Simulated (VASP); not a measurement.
The system is BaTiO3.

```
Ba Ti O
1.0
     4.01886    0.00000    0.00000
     0.00000    4.01886    0.00000
     0.00000    0.00000    4.01886
Ba Ti O
1 1 3
Direct
  0.50000 0.50000 0.50000
  0.00000 0.00000 0.00000
  0.50000 0.00000 0.00000
  0.00000 0.50000 0.00000
  0.00000 0.00000 0.50000
```

```yaml
Program: VASP 6.6.1
Task: relaxation of cell and atoms
Functional: LDA
Potentials_or_basis: VASP PAW LDA potentials, release 64 (Ba_sv, Ti_sv, O)
Cutoff: 600 eV
k_mesh: 6 × 6 × 6
Occupations: fermi-dirac, width 0.02 eV
Spin: no spin polarisation
```

At the start: pressure -9.0 GPa; volume 12.98 Å³/atom.

Question: How do energy, volume and symmetry change on relaxing?

Answer: Over 6 steps the energy falls by 19.3 meV/atom and the volume is 12.32 Å³/atom (-5.1 %); space group Pm-3m (No. 221, to 0.05 Å).

Step by step:
```csv
step,energy change (eV),largest force (eV/Å),pressure (GPa),volume (Å³)
1,0.0000,0.0000,-8.97,64.91
2,0.0214,0.0000,12.07,58.32
3,-0.0967,0.0000,-0.11,61.65
4,-0.0967,0.0000,0.09,61.59
5,-0.0967,0.0000,-0.08,61.64
6,-0.0967,0.0000,0.00,61.62
```

Final structure:
```
Ba Ti O
1.0
     3.94969    0.00000    0.00000
     0.00000    3.94969    0.00000
     0.00000    0.00000    3.94969
Ba Ti O
1 1 3
Direct
  0.50000 0.50000 0.50000
  0.00000 0.00000 0.00000
  0.50000 0.00000 0.00000
  0.00000 0.50000 0.00000
  0.00000 0.00000 0.50000
```
